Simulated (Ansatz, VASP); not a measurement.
# CaO in VASP and in Ansatz

```
Ca O
1.0
     0.00000    2.38352    2.38352
     2.38352    0.00000    2.38352
     2.38352    2.38352    0.00000
Ca O
1 1
Direct
  0.00000 0.00000 0.00000
  0.50000 0.50000 0.50000
```

Alike in both runs: functional PBEsol; k mesh 8 × 8 × 8; no spin polarisation.

Ansatz relaxed the structure, and its values are those at the end. VASP's run is a single point on that final structure, the one shown.

|  | VASP | Ansatz |
| --- | --- | --- |
| version | VASP 6.6.1 | Ansatz 0.2.0 |
| potentials or method | VASP PAW PBE potentials, release 64 (Ca_sv, O), cutoff 600 eV | scalar-relativistic, plane waves, PAW |
| occupations | gaussian, width 0.01 eV | fixed |
| valence electrons in the cell | 16 | 16 |

Ansatz gave:

- gap on the k mesh at the Fermi level (eV): 3.54
- least direct gap on the mesh (eV): 3.92
- pressure (GPa): 0.0

Question: What did VASP give for the same quantities?

Answer: gap on the k mesh at the Fermi level (eV): 3.52; least direct gap on the mesh (eV): 3.89; pressure (GPa): 0.5.

VASP's potentials were made for PBE, not for PBEsol.
